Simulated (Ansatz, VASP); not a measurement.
**Y2C5: VASP beside Ansatz**

```
CELL_PARAMETERS angstrom
0.00000 3.69845 3.69845
3.69845 0.00000 3.69845
3.69845 3.69845 0.00000
ATOMIC_POSITIONS crystal
Y 0.75000 0.75000 0.75000
Y 0.00000 0.00000 0.00000
C 0.17710 0.17710 0.17710
C 0.17710 0.17710 0.46869
C 0.17710 0.46869 0.17710
C 0.46869 0.17710 0.17710
C 0.50000 0.50000 0.50000
```

Alike in both runs: functional PBE; k mesh 4 × 4 × 4; occupations gaussian, width 0.1 eV; no spin polarisation.

Ansatz relaxed the structure, and its values are those at the end. VASP's run is a single point on that final structure, the one shown.

|  | VASP | Ansatz |
| --- | --- | --- |
| version | VASP 6.6.1 | Ansatz 0.2.0 |
| potentials or method | VASP PAW PBE potentials, release 64 (Y_sv, C), cutoff 520 eV | scalar-relativistic, plane waves, PAW |
| valence electrons in the cell | 42 | 42 |

|  | VASP | Ansatz | Ansatz less VASP |
| --- | --- | --- | --- |
| gap on the k mesh at the Fermi level (eV) | none | none | - |
| pressure (GPa) | -0.1 | -0.2 | -0.12 |
| rms of the force components (eV/Å) | 0.072 | 0.000 | -0.0714 |

A gap of «none» marks a metal or a gap that the smearing closes. The functional is the same, so the differences come from potentials, cutoffs and numerics.

The k mesh is coarse, so the values compare programs but aren't converged.
